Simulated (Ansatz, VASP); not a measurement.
# Mg: VASP beside Ansatz

Contents of POSCAR:

```
Mg
1.0
    3.1792646675      0.0000000000      0.0000000000
   -1.5896323337      2.7533239674      0.0000000000
    0.0000000000      0.0000000000      5.1568903974
Mg
2
Direct
    0.3333333333      0.6666666667      0.2500000000
    0.6666666667      0.3333333333      0.7500000000
```

The input INCAR.step1:

```
PREC = Accurate
ENCUT = 520
ISMEAR = -1
SIGMA = 0.1
LREAL = False
LASPH = True
NELM = 60
NBANDS = 9
GGA = PE
ALGO = Normal
EDIFF = 1E-4
LWAVE = True
LCHARG = False
```

The input INCAR.step2:

```
PREC = Accurate
ENCUT = 520
EDIFF = 1E-6
ISMEAR = -1
SIGMA = 0.1
LREAL = False
LASPH = True
NELM = 60
ALGO = Normal
ISIF = 2
LWAVE = False
LCHARG = False
METAGGA = R2SCAN
LMIXTAU = True
NBANDS = 9
ISTART = 1
```

The input KPOINTS:

```
regular mesh
0
Gamma
  4 4 2
```

Input for Ansatz:

```yaml
crystal:
  lattice:
    - [3.1792646675, 0.0, 0.0]
    - [-1.5896323337, 2.7533239674, 0.0]
    - [0.0, 0.0, 5.1568903974]
  atoms:
    - { symbol: Mg, position: [0.3333333333, 0.6666666667, 0.25] }
    - { symbol: Mg, position: [0.6666666667, 0.3333333333, 0.75] }
hamiltonian:
  xc: r2scan
  pseudopotentials:
    kind: paw
    azcp:
      Mg: "pseudopotentials/Mg.paw.azcp"
basis:
  ecutwfc: 500
  fft_grid_basis: typed
kpoints:
  mp_grid: { grid: [4, 4, 2], shift: [0, 0, 0] }
magnetization:
  spin_polarized: false
scf:
  occupations: { method: fermi_dirac, width: 0.1 }
  lower_state_search: "off"
output:
  stress: true
```

Alike in both runs: task single point; functional r2SCAN; k mesh 4 × 4 × 2; occupations fermi-dirac, width 0.1 eV; no spin polarisation.

|  | VASP | Ansatz |
| --- | --- | --- |
| version | VASP 6.6.1 | Ansatz 0.2.0 |
| potentials or method | VASP PAW PBE potentials, release 64 (Mg), cutoff 520 eV | plane waves (500 eV) with PAW, scalar-relativistic |
| valence electrons in the cell | 4 | 20 |

VASP gave:

| Quantity | Value |
| --- | --- |
| pressure (GPa) | -0.3 |
| traceless stress, the component that is largest in VASP (GPa) | 0.84 |

Which values does Ansatz return?

Pressure (GPa): 0.0; traceless stress, the component that is largest in VASP (GPa): 0.85.

VASP's potentials were made for PBE, not for r2SCAN. VASP's potentials hold 4 valence electrons a cell and Ansatz's 20, so a difference there can come from the potentials and not from the codes.

The k mesh is coarse, so the values compare programs but aren't converged.
